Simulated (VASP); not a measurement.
## SnO: single point with PBE+D3(BJ)

SnO, a slab with vacuum:

```
Sn O
1.0
     3.81982    0.00000    0.00000
     0.00000    3.81982    0.00000
     0.00000    0.00000   22.30677
Sn O
2 2
Direct
  0.50000 0.00000 0.44700
  0.00000 0.50000 0.55300
  0.00000 0.00000 0.50000
  0.50000 0.50000 0.50000
```

```
Program             : VASP 6.6.1
Task                : single point
Functional          : PBE
Dispersion          : D3(BJ)
Potentials or basis : VASP PAW PBE potentials, release 64 (Sn_d, O)
Cutoff              : 520 eV
k mesh              : 9 × 9 × 1
Occupations         : gaussian, width 0.05 eV
Spin                : no spin polarisation
```

The largest force is 0.085 eV/Å. The band gap on the k mesh is 3.08 eV, indirect (least direct gap 3.14 eV). The dispersion energy per atom is -0.137 eV.

Forces on the atoms (eV/Å):
```
Sn   0.000  0.000 -0.085
Sn   0.000  0.000  0.085
O    0.000  0.000  0.000
O    0.000  0.000  0.000
```

Levels at points of the mesh, in eV from the valence-band top:
```csv
k point,band 16,band 17,band 18,band 19,band 20,band 21,band 22,band 23,band 24,band 25
"(0.00, 0.00, 0.00)",-3.70,-2.08,-1.67,-1.67,-0.05,3.10,3.16,5.26,5.27,5.62
```

It took 2.7 min on 1 thread of Intel(R) Xeon(R) Platinum 8375C CPU @ 2.90GHz (Ice Lake) (shared host), peak memory 0.4 GiB.

Caveat: spin-orbit coupling is left out, which moves the levels of the heavy elements.
